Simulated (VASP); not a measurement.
CaSe:

```
Ca Se
1.0
     0.00000    2.97024    2.97024
     2.97024    0.00000    2.97024
     2.97024    2.97024    0.00000
Ca Se
1 1
Direct
  0.00000 0.00000 0.00000
  0.50000 0.50000 0.50000
```

Program: VASP 6.6.1. Alike in all runs: task single point; level PBE; potentials or basis VASP PAW PBE potentials, release 64 (Ca_sv, Se); no spin polarisation; cell as given; cutoff (eV) 500.

Problem. Order these runs on this cell by their pressure, lowest first.
A. k mesh 1 × 1 × 1; smearing methfessel-paxton 0.11 eV
B. k mesh 4 × 4 × 4; smearing gaussian 0.1 eV
C. k mesh 2 × 2 × 2; smearing fermi-dirac 0.1 eV

Solution. B (0.7 GPa), C (3.8 GPa), A (35.1 GPa).

Caveats: all runs use coarse meshes.
